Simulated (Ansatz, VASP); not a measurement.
## One calculation of K2Br3, two programs

```
K Br
1.0
     3.98117    2.29853    8.20051
    -3.98117    2.29853    8.20051
     0.00000   -4.59705    8.20051
K Br
4 6
Direct
  0.35315 0.35315 0.35315
  0.14685 0.14685 0.14685
  0.64685 0.64685 0.64685
  0.85315 0.85315 0.85315
  0.52385 0.97615 0.25000
  0.25000 0.52385 0.97615
  0.97615 0.25000 0.52385
  0.47615 0.02385 0.75000
  0.75000 0.47615 0.02385
  0.02385 0.75000 0.47615
```

Alike in both runs: functional PBE; k mesh 6 × 6 × 6; occupations gaussian, width 0.1 eV; no spin polarisation.

Ansatz relaxed the structure, and its values are those at the end. VASP's run is a single point on that final structure, the one shown.

|  | VASP | Ansatz |
| --- | --- | --- |
| version | VASP 6.6.1 | Ansatz 0.2.0 |
| potentials or method | VASP PAW PBE potentials, release 64 (K_sv, Br), cutoff 520 eV | scalar-relativistic, plane waves, PAW |
| valence electrons in the cell | 78 | 78 |

|  | VASP | Ansatz | Ansatz less VASP |
| --- | --- | --- | --- |
| gap on the k mesh at the Fermi level (eV) | none | none | - |
| pressure (GPa) | 0.0 | 0.0 | -0.02 |

A gap of «none» marks a metal or a gap that the smearing closes. Ansatz's warnings: xc potential rough in thin density.
